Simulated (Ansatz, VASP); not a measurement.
## Two plane-wave programs on MnV

```
CELL_PARAMETERS angstrom
2.94755 0.00000 0.00000
0.00000 2.94755 0.00000
0.00000 0.00000 2.94755
ATOMIC_POSITIONS crystal
Mn 0.00000 0.00000 0.00000
V 0.50000 0.50000 0.50000
```

Change from the starting cell: volume scaled by 1.05, no spin polarisation, PAW files.

Alike in both runs: task single point; functional LDA; k mesh 11 × 11 × 11; occupations fermi-dirac, width 0.05 eV; no spin polarisation.

```csv
,VASP,Ansatz
version,VASP 6.6.1,Ansatz 0.2.0
potentials or method,"VASP PAW LDA potentials, release 64 (Mn_pv, V_sv)","PAW with Ansatz's default frozen-core files, scalar-relativistic"
plane-wave cutoff (eV),520,420
valence electrons in the cell,26,28
```

|  | VASP | Ansatz | Ansatz less VASP |
| --- | --- | --- | --- |
| pressure (GPa) | -29.6 | -29.9 | -0.28 |

LDA's correlation is that of Perdew and Zunger in VASP and of Perdew and Wang (1992) in Ansatz. Both programs put the cell under strong tension, so it lies far from rest at this level. VASP's potentials hold 26 valence electrons a cell and Ansatz's 28, so a difference there can come from the potentials and not from the codes.
